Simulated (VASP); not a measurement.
# GaSb (F-43m) in VASP: further runs

Runs on GaSb. Level: PBE. Tasks: vibrations by perturbation theory, elastic constants.

All numbers are computed with VASP 6.6.1; they aren't measurements. Logs are shortened: lines on timing, memory, paths and dates and some standing lists are left out, and cuts for length are marked.

## (1) The cell of the first run

It takes space group F-43m (No. 216, cubic). Conventional cell: a = 6.257 Å, b = 6.257 Å, c = 6.257 Å, α = 90.00°, β = 90.00°, γ = 90.00°. Within 3.6 Å of Ga (site symmetry -43m) lie 4 Sb at 2.71 Å. Within 3.6 Å of Sb (site symmetry -43m) lie 4 Ga at 2.71 Å.

## (2) Vibrations by perturbation theory, PBE (30.62 Å³/atom)

Contents of INCAR:

```
SYSTEM = GaSb
PREC = Accurate
ENCUT = 520
EDIFF = 1E-8
ISMEAR = -1
SIGMA = 0.15
LREAL = .FALSE.
LASPH = .TRUE.
NELM = 100
ALGO = Normal
ISIF = 2
LWAVE = .FALSE.
LCHARG = .FALSE.
GGA = PE
IBRION = 8
NSW = 1
```

Contents of KPOINTS:

```
Automatic mesh
0
G
  12 12 12
  0 0 0
```

Contents of POSCAR:

```
GaSb
1.0
    0.0000000000      3.1283881401      3.1283881401
    3.1283881401      0.0000000000      3.1283881401
    3.1283881401      3.1283881401      0.0000000000
Ga Sb
1 1
Direct
    0.0000000000      0.0000000000      0.0000000000
    0.7500000000      0.7500000000      0.7500000000
```

Potentials or basis: VASP PAW PBE potentials, release 64 (Ga_d, Sb).

Launch:

```
$ cat potpaw_PBE.64/Ga_d/POTCAR potpaw_PBE.64/Sb/POTCAR > POTCAR
$ mpirun -np 1 vasp_std > vasp.out
```

OUTCAR:

```text
SYSTEM = GaSb
   PREC = Accurate
   ENCUT = 520
   EDIFF = 1E-8
   ISMEAR = -1
   LREAL = .FALSE.
   LASPH = .TRUE.
   NELM = 100
   ISIF = 2
   GGA = PE
   IBRION = 8
   NSW = 1

 ion  position               nearest neighbor table
   1  0.000  0.000  0.000-   2 2.71   2 2.71   2 2.71   2 2.71
   2  0.750  0.750  0.750-   1 2.71   1 2.71   1 2.71   1 2.71

  LATTYP: Found a face centered cubic cell.
 ALAT       =     6.2567762802

  Lattice vectors:

 A1 = (   0.0000000000,   3.1283881401,   3.1283881401)
 A2 = (   3.1283881401,   0.0000000000,   3.1283881401)
 A3 = (   3.1283881401,   3.1283881401,   0.0000000000)

Analysis of symmetry for initial positions (statically):
=====================================================================
 Subroutine PRICEL returns:
 Original cell was already a primitive cell.

 Routine SETGRP: Setting up the symmetry group for a
 face centered cubic supercell.

 Subroutine GETGRP returns: Found 24 space group operations
 (whereof 24 operations were pure point group operations)
 out of a pool of 48 trial point group operations.

The static configuration has the point symmetry T_d .

Analysis of symmetry for dynamics (positions and initial velocities):
=====================================================================
 Subroutine PRICEL returns:
 Original cell was already a primitive cell.

 Routine SETGRP: Setting up the symmetry group for a
 face centered cubic supercell.

 Subroutine GETGRP returns: Found 24 space group operations
 (whereof 24 operations were pure point group operations)
 out of a pool of 48 trial point group operations.

The dynamic configuration has the point symmetry T_d .

 Subroutine INISYM returns: Found 24 space group operations
 (whereof 24 operations are pure point group operations),
 and found     1 'primitive' translations

----------------------------------------------------------------------------------------

                                     Primitive cell

  volume of cell :      61.2339

  direct lattice vectors                    reciprocal lattice vectors
     0.000000000  3.128388140  3.128388140    -0.159826715  0.159826715  0.159826715
     3.128388140  0.000000000  3.128388140     0.159826715 -0.159826715  0.159826715
     3.128388140  3.128388140  0.000000000     0.159826715  0.159826715 -0.159826715

  length of vectors
     4.424208936  4.424208936  4.424208936     0.276827991  0.276827991  0.276827991

  position of ions in fractional coordinates (direct lattice)
     0.000000000  0.000000000  0.000000000
     0.750000000  0.750000000  0.750000000

  ion indices of the primitive-cell ions
   primitive index   ion index
                 1           1
                 2           2

----------------------------------------------------------------------------------------

 KPOINTS: Automatic mesh

Automatic generation of k-mesh.
 Grid dimensions read from file:
 generate k-points for:   12   12   12

 Generating k-lattice:

  Cartesian coordinates                     Fractional coordinates (reciprocal lattice)
    -0.013318893  0.013318893  0.013318893     0.083333333  0.000000000  0.000000000
     0.013318893 -0.013318893  0.013318893     0.000000000  0.083333333  0.000000000
     0.013318893  0.013318893 -0.013318893     0.000000000  0.000000000  0.083333333

  Length of vectors
     0.023068999  0.023068999  0.023068999

  Shift w.r.t. Gamma in fractional coordinates (k-lattice)
     0.000000000  0.000000000  0.000000000

 Subroutine IBZKPT returns following result:
 ===========================================

 Found     72 irreducible k-points:

 Following reciprocal coordinates:
            Coordinates               Weight
  0.000000  0.000000  0.000000      1.000000
  0.083333  0.000000  0.000000      8.000000
  0.166667  0.000000  0.000000      8.000000
  0.250000  0.000000  0.000000      8.000000
  0.333333  0.000000  0.000000      8.000000
  0.416667  0.000000  0.000000      8.000000
[... 16 lines left out ...]
  0.500000  0.166667  0.000000     24.000000
 -0.416667  0.166667  0.000000     24.000000
 [... further k-points ...]
   k-points           NKPTS =     72   k-points in BZ     NKDIM =     72   number of bands    NBANDS=     13
   number of dos      NEDOS =    301   number of ions     NIONS =      2
   total plane-waves  NPLWV =  46656
   dimension x,y,z NGX =    36 NGY =   36 NGZ =   36
   dimension x,y,z NGXF=    72 NGYF=   72 NGZF=   72
   ions per type =               1   1
   NGX,Y,Z   is equivalent  to a cutoff of  13.53, 13.53, 13.53 a.u.
   NGXF,Y,Z  is equivalent  to a cutoff of  27.06, 27.06, 27.06 a.u.
 SYSTEM =  GaSb
   PREC   = accura    normal or accurate (medium, high low for compatibility)
   ISTART =      0    job   : 0-new  1-cont  2-samecut
   ICHARG =      2    charge: 1-file 2-atom 10-const
   ISPIN  =      1    spin polarized calculation?
   LNONCOLLINEAR =      F non collinear calculations
   LSORBIT =      F    spin-orbit coupling
   LASPH  =      T    aspherical Exc in radial PAW
   ENCUT  =  520.0 eV  38.22 Ry    6.18 a.u.   8.23  8.23  8.23*2*pi/ulx,y,z
   NELM   =    100;   NELMIN=  2; NELMDL= -5     # of ELM steps
   EDIFF  = 0.1E-07   stopping-criterion for ELM
   LREAL  =      F    real-space projection
   EDIFFG = 0.1E-06   stopping-criterion for IOM
   NSW    =      1    number of steps for IOM
   IBRION =      8    ionic relax: 0-MD 1-quasi-New 2-CG
   NFREE  =      0    steps in history (QN), initial steepest desc. (CG)
   ISIF   =      2    stress and relaxation
   ISYM   =      2    0-nonsym 1-usesym 2-fastsym
   POTIM  = 0.5000    time-step for ionic-motion
   TEBEG  =    0.0;   TEEND  =   0.0 temperature during run
   PSTRESS=    0.0 pullay stress
   NELECT =      18.0000    total number of electrons
   NUPDOWN=      -1.0000    fix difference up-down
   EMIN   =  10.00;   EMAX   =-10.00  energy-range for DOS
   EFERMI =   0.00;   METHOD = LEGACY
   ISMEAR =    -1;   SIGMA  =   0.15  broadening in eV -4-tet -1-fermi 0-gaus
   EFERMI_NEDOS =   21; number of points for ismear=-14 and -15
   IALGO  =     38    algorithm
   IMIX   =      4    mixing-type and parameters
     AMIX     =   0.40;   BMIX     =  1.00
     AMIX_MAG =   1.60;   BMIX_MAG =  1.00
  volume/ion in A,a.u.               =      30.62       206.61
  Fermi-wavevector in a.u.,A,eV,Ry     =   1.088517  2.056998 16.121112  1.184868
  Thomas-Fermi vector in A             =   2.224700
   LORBIT       =      0    0 simple, 1 ext, 2 COOP (PROOUT), +10 PAW based schemes
   GGA     = PE    functional components
   LHFCALC =     F    Hartree Fock is set to
   AEXX    =    0.0000 exact exchange contribution
   IVDW    =     0    specifies the selected vdW correction
   LEPSILON=     F    determine dielectric tensor
   LRPA    =     F    only Hartree local field effects (RPA)
 non-spin polarized calculation
  energy-cutoff  :      520.00
  volume of cell :       61.23
 maximum number of plane-waves:      1676
 NGX is ok and might be reduce to    36
   NGX = 17   NGY = 17   NGZ = 17

--------------------------------------- Ionic step        1  -------------------------------------------

 number of electron      17.9999995 magnetization

 Free energy of the ion-electron system (eV)
  ---------------------------------------------------
  ext. energy  EPLUGINS =         0.00000000
  ---------------------------------------------------
  free energy    TOTEN  =        -7.37275348 eV

  energy without entropy =       -7.36437946  energy(sigma->0) =       -7.36856647

 E-fermi :   4.3750     XC(G=0):  -8.7999

 val. band max:        4.2041648764   @ k =   0.0000   0.0000   0.0000
 cond. band min:       4.4763624164   @ k =   0.5000   0.0000   0.0000
 fundamental gap:      0.2721975400
 Fermi energy:         4.3749518353

 k-point     1 :       0.0000    0.0000    0.0000
  band No.  band energies     occupation
      1     -10.7064      2.00000
      2     -10.7064      2.00000
      3     -10.7064      2.00000
      4     -10.6661      2.00000
      5     -10.6661      2.00000
      6      -6.8245      2.00000
      7       3.7760      1.96378
      8       4.2042      1.51484
      9       4.2042      1.51484
     10       4.2042      1.51484
     11       6.9974      0.00000
     12       6.9974      0.00000
     13       6.9974      0.00000
[... 354 lines left out ...]
  band No.  band energies     occupation
      1     -10.7295      2.00000
      2     -10.6962      2.00000
      3     -10.6955      2.00000
      4     -10.6672      2.00000
      5     -10.6660      2.00000
      6      -5.1932      2.00000
      7      -1.8039      2.00000
      8       1.6749      2.00000
      9       2.8710      1.99991
     10       5.7766      0.00017
     11       7.9410      0.00000
     12       8.6955      0.00000
     13      10.8806      0.00000

 [... further k-points ...]

------------------------ aborting loop because EDIFF is reached ----------------------------------------

  FORCE on cell =-STRESS in cart. coord.  units (eV):
  Direction    XX          YY          ZZ          XY          YZ          ZX
  --------------------------------------------------------------------------------------
  -------------------------------------------------------------------------------------
  Total       -0.2947679     -0.2947679     -0.2947679      0.0000000      0.0000000      0.0000000
  in kB       -7.7125660     -7.7125660     -7.7125660      0.0000000      0.0000000      0.0000000
  external PRESSURE =      -7.7125660 kB  Pullay stress =       0.0000000 kB

 VOLUME and BASIS-vectors are now :
 -----------------------------------------------------------------------------
  energy-cutoff  :      520.00
  volume of cell :       61.23
      direct lattice vectors                 reciprocal lattice vectors
     0.000000000  3.128388140  3.128388140    -0.159826715  0.159826715  0.159826715
     3.128388140  0.000000000  3.128388140     0.159826715 -0.159826715  0.159826715
     3.128388140  3.128388140  0.000000000     0.159826715  0.159826715 -0.159826715

 POSITION                                       TOTAL-FORCE (eV/Angst)
 -----------------------------------------------------------------------------------
      0.00000      0.00000      0.00000         0.000000      0.000000      0.000000
      4.69258      4.69258      4.69258        -0.000000     -0.000000     -0.000000
 -----------------------------------------------------------------------------------
    total drift:                               -0.000001     -0.000001     -0.000001

  FREE ENERGIE OF THE ION-ELECTRON SYSTEM (eV)
  ---------------------------------------------------
  free  energy   TOTEN  =        -7.3727534820 eV

  energy  without entropy=       -7.3643794566  energy(sigma->0) =       -7.36856647

[... ionic steps 2 to 3 ...]

--------------------------------------- Ionic step        4  -------------------------------------------

------------------------ aborting loop because EDIFF is reached ----------------------------------------

[... ionic steps 5 to 6 ...]

--------------------------------------- Ionic step        7  -------------------------------------------

 Free energy of the ion-electron system (eV)
  ---------------------------------------------------
  ---------------------------------------------------
  free energy    TOTEN  =        -0.02577538 eV

  energy without entropy =       -0.02577538

------------------------ aborting loop because EDIFF is reached ----------------------------------------

 INTERNAL STRAIN TENSOR  FOR ION    2  DIRECTION 1   (eV/Angst):
 -----------------------------------------------------------------------------
    -0.00189  0.00000  0.00000
     0.00000  0.00316  5.34120
     0.00000  5.34120  0.00316

 INTERNAL STRAIN TENSOR FOR ION    2 for displacements in x,y,z  (eV/Angst):
          X           Y           Z          XY          YZ          ZX
  --------------------------------------------------------------------------------
  x    -0.00000     0.00000     0.00000     0.00000     5.34120     0.00000
  y     0.00000    -0.00000     0.00000     0.00000     0.00000     5.34120
  z     0.00000     0.00000    -0.00000     5.34120     0.00000     0.00000

 SECOND DERIVATIVES (NOT SYMMETRIZED)
 ------------------------------------
               1X          1Y          1Z          2X          2Y          2Z
  1X    -6.700859    0.000000    0.000000    6.700859    0.000000    0.000000
  1Y     0.000000   -6.700859    0.000000    0.000000    6.700859    0.000000
  1Z     0.000000    0.000000   -6.700859    0.000000    0.000000    6.700859
  2X     6.720427    0.000000    0.000000   -6.720427    0.000000    0.000000
  2Y     0.000000    6.720427    0.000000    0.000000   -6.720427    0.000000
  2Z     0.000000    0.000000    6.720427    0.000000    0.000000   -6.720427

 Eigenvectors and eigenvalues of the dynamical matrix
 ----------------------------------------------------

   1 f  =    6.081043 THz    38.208323 2PiTHz  202.841776 cm-1    25.149164 meV
             X         Y         Z           dx          dy          dz
      0.000000  0.000000  0.000000    -0.796985    0.000000    0.000000
      4.692582  4.692582  4.692582     0.604000    0.000000    0.000000
[... 21 lines left out ...]
   6 f/i=    0.004268 THz     0.026817 2PiTHz    0.142365 cm-1     0.017651 meV
             X         Y         Z           dx          dy          dz
      0.000000  0.000000  0.000000     0.000000    0.000000   -0.604000
      4.692582  4.692582  4.692582     0.000000    0.000000   -0.796985

--------------------------------------------------------------------------------------------------------

 ELASTIC MODULI CONTR FROM IONIC RELAXATION (kBar)
 Direction    XX          YY          ZZ          XY          YZ          ZX
 --------------------------------------------------------------------------------
 XX          -0.0000      0.0000      0.0000      0.0000      0.0000      0.0000
 YY           0.0000     -0.0000      0.0000      0.0000      0.0000      0.0000
 ZZ           0.0000      0.0000     -0.0000      0.0000      0.0000      0.0000
 XY           0.0000      0.0000      0.0000   -113.5636      0.0000      0.0000
 YZ           0.0000      0.0000      0.0000      0.0000   -113.5636      0.0000
 ZX           0.0000      0.0000      0.0000      0.0000      0.0000   -113.5636
 --------------------------------------------------------------------------------
```

Run time: 9.9 min. Hardware: 1 thread of Intel Xeon Platinum 8375C at 2.90GHz (Ice Lake), shared host; peak memory 0.65 GiB.

What came out:

```yaml
Highest_phonon_frequency_at_Γ_LO-TO_splitting_left_out: 203 cm⁻¹
```

Phonon frequencies in cm⁻¹ (negative: imaginary):
| q point | frequencies |
| --- | --- |
| (0.000, 0.000, 0.000) | 0 0 0 203 203 203 |

Caveat: spin-orbit coupling is left out, which moves the levels of the heavy elements.

[end of part 1 of 2]
